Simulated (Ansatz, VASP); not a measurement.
# PtS2 in VASP and in Ansatz

INCAR

```
SYSTEM = PtS2
PREC     = Accurate       ! precision mode
ENCUT    = 500            ! plane-wave cutoff, eV
EDIFF    = 1E-6           ! SCF threshold, eV
ISMEAR   = 0              ! smearing method
SIGMA    = 0.02           ! smearing width, eV
LREAL    = .FALSE.        ! projectors in reciprocal space
LASPH    = .TRUE.         ! aspherical terms in the spheres
NELM     = 120            ! most SCF steps
ALGO     = Normal         ! electronic algorithm
ISIF     = 2              ! what is computed and relaxed
LWAVE    = .FALSE.        ! write WAVECAR
LCHARG   = .FALSE.        ! write CHGCAR
GGA      = PS             ! functional
NBANDS   = 18             ! bands
GGA_COMPAT= .FALSE.
```

Contents of KPOINTS:

```
regular mesh
0
G
  12 12 8
  0 0 0
```

POSCAR

```
PtS2
1.0
    3.5713268724      0.0000000001      0.0000000000
   -1.7856634363      3.0928597967      0.0000000000
    0.0000000000      0.0000000000      4.7682758087
Pt S
1 2
Direct
    0.0000000000      0.0000000000      0.0000000000
    0.3333333333      0.6666666667      0.2509462045
    0.6666666667      0.3333333333      0.7490537955
```

Input for Ansatz:

```yaml
crystal:
  lattice:
    - [3.5713268724, 1.0e-10, 0.0]
    - [-1.7856634363, 3.0928597967, 0.0]
    - [0.0, 0.0, 4.7682758087]
  atoms:
    - { symbol: Pt, position: [0.0, 0.0, 0.0] }
    - { symbol: S, position: [0.3333333333, 0.6666666667, 0.2509462045] }
    - { symbol: S, position: [0.6666666667, 0.3333333333, 0.7490537955] }
basis:
  ecutwfc: 420
kpoints:
  mp_grid: { grid: [12, 12, 8] }
  band_path: { path: [VBM, CBM], npoints: 2 }
hamiltonian:
  xc: pbesol
scf:
  occupations: { method: gaussian, width: 0.02 }
output:
  forces: true
  stress: true
  eigenvalues: true
  write_density: true
  write_potential: true
  elf: true
  volumetric_format: npy
```

Alike in both runs: task single point; functional PBEsol; k mesh 12 × 12 × 8; occupations gaussian, width 0.02 eV; no spin polarisation.

```csv
,VASP,Ansatz
version,VASP 6.6.1,Ansatz 0.2.0
potentials or method,"VASP PAW PBE potentials, release 64 (Pt, S), cutoff 500 eV","scalar-relativistic, plane waves, PAW"
valence electrons in the cell,22,30
```

|  | VASP | Ansatz | Ansatz less VASP |
| --- | --- | --- | --- |
| gap on the k mesh at the Fermi level (eV) | 0.25 | 0.24 | -0.009 |
| least direct gap on the mesh (eV) | 0.67 | 0.67 | -0.008 |
| pressure (GPa) | -0.2 | 0.0 | +0.26 |
| traceless stress, the component that is largest in VASP (GPa) | 0.12 | -0.01 | -0.136 |
| rms of the force components (eV/Å) | 0.011 | 0.001 | -0.0094 |

VASP's potentials were made for PBE, not for PBEsol. Atom by atom the forces differ by 0.012 eV/Å (rms over components). VASP's potentials hold 22 valence electrons a cell and Ansatz's 30, so a difference there can come from the potentials and not from the codes.

Neither program's run includes spin-orbit coupling.
